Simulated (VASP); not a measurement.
Runs of VASP 6.6.1 on Ge. The structure is that of space group P6/mmm (No. 191), or close to it. The cells are those of the table. 

```csv
task,cell,cutoff (eV),gap on the mesh (eV),pressure (GPa)
single point,"a = 2.635, b = 2.635, c = 2.455 Å, angles 90.0, 90.0, 120.0°, 1 atom",520,none,25.2
relaxation of cell and atoms,"relaxed to 25 GPa from a = 2.635, b = 2.635, c = 2.455 Å, angles 90.0, 90.0, 120.0°, 1 atom",600,none,25.0
single point,"a = 2.636, b = 2.636, c = 2.455 Å, angles 90.0, 90.0, 120.0°, 1 atom",520,none,(a)
relaxation of cell and atoms,"relaxed to 25 GPa from a = 2.642, b = 2.642, c = 2.484 Å, angles 90.0, 90.0, 120.0°, 1 atom",600,none,25.0
```

Alike in all rows: level LDA; potentials or basis VASP PAW LDA potentials, release 64 (Ge_d); no spin polarisation; k mesh 16 × 16 × 15; smearing fermi-dirac 0.05 eV.

Problem. Estimate the missing entries.

Solution. (a) 25.1.

Caveats: the cell is relaxed towards a set pressure, so the enthalpy falls and the energy may rise (some runs).

A k mesh can miss the band edges, and the runs leave out spin-orbit coupling on Ge.

A gap of «none» marks levels without a gap at the run's occupations.
